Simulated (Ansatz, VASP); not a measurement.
## Two plane-wave programs on Be

```
CELL_PARAMETERS angstrom
2.09845 -1.97331 -2.01822
-2.07506 -1.87989 1.94818
-4.14660 -0.04666 -3.93950
ATOMIC_POSITIONS crystal
Be 0.74413 0.25788 0.72956
Be 0.27312 0.75799 0.24514
Be 0.25458 0.73903 0.74301
Be 0.74490 0.19114 0.24120
Be 0.99124 0.07540 0.51309
Be 0.49202 0.47856 0.02800
```

Change from the starting cell: cell x2, atoms moved at random (sigma 0.1 Å) and cell strained at random (1.5 %), then relaxed without symmetry.

Alike in both runs: task relaxation of cell and atoms; functional PBE; k mesh 6 × 6 × 4; occupations gaussian, width 0.2 eV; no spin polarisation.

```csv
,VASP,Ansatz
version,VASP 6.6.1,Ansatz 0.2.0
potentials or method,"VASP PAW PBE potentials, release 64 (Be), cutoff 600 eV","scalar-relativistic, plane waves, PAW"
valence electrons in the cell,12,12
```

VASP gave:

```
gap on the k mesh at the Fermi level, each at its own relaxed structure (eV) : none
relaxed volume (Å³/atom)                                                     : 8.54
relaxed cell length with the largest relative difference (Å)                 : 5.041
```

Problem. What did Ansatz give for the same quantities?

Solution. gap on the k mesh at the Fermi level, each at its own relaxed structure (eV): none; relaxed volume (Å³/atom): 7.92; relaxed cell length with the largest relative difference (Å): 3.898.

A gap of «none» marks a metal or a gap that the smearing closes. One of these differences is far larger than is usual between the two programs; its cause wasn't traced.

Noted on VASP's run: the volume moved by over 15 % at a fixed basis, so the end points are rough.
